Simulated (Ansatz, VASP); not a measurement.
## One calculation of Te, two programs

```
CELL_PARAMETERS angstrom
6.77643 0.00000 0.00000
-3.38822 5.86856 0.00000
0.00000 0.00000 6.93136
ATOMIC_POSITIONS crystal
Te 0.00000 0.30073 0.66667
Te 0.00000 0.69927 0.66667
Te 0.30073 0.00000 0.00000
Te 0.30073 0.30073 0.33333
Te 0.69927 0.00000 0.00000
Te 0.69927 0.69927 0.33333
```

Alike in both runs: functional PBE; k mesh 3 × 3 × 2; occupations gaussian, width 0.1 eV; no spin polarisation.

Ansatz relaxed the structure, and its values are those at the end. VASP's run is a single point on that final structure, the one shown.

|  | VASP | Ansatz |
| --- | --- | --- |
| version | VASP 6.6.1 | Ansatz 0.2.0 |
| potentials or method | VASP PAW PBE potentials, release 64 (Te), cutoff 520 eV | scalar-relativistic, plane waves, PAW |
| valence electrons in the cell | 36 | 96 |

Ansatz gave:

```
gap on the k mesh at the Fermi level (eV) : 0.76
least direct gap on the mesh (eV)         : 0.76
pressure (GPa)                            : 0.2
rms of the force components (eV/Å)        : 0.016
```

Q: Which values does VASP return?

A: gap on the k mesh at the Fermi level (eV): 0.77; least direct gap on the mesh (eV): 0.77; pressure (GPa): 0.2; rms of the force components (eV/Å): 0.004.

The functional is the same, so the differences come from potentials, cutoffs and numerics. VASP's potentials hold 36 valence electrons a cell and Ansatz's 96, so a difference there can come from the potentials and not from the codes.

The k mesh is coarse, so the values compare programs but aren't converged. Neither program's run includes spin-orbit coupling.
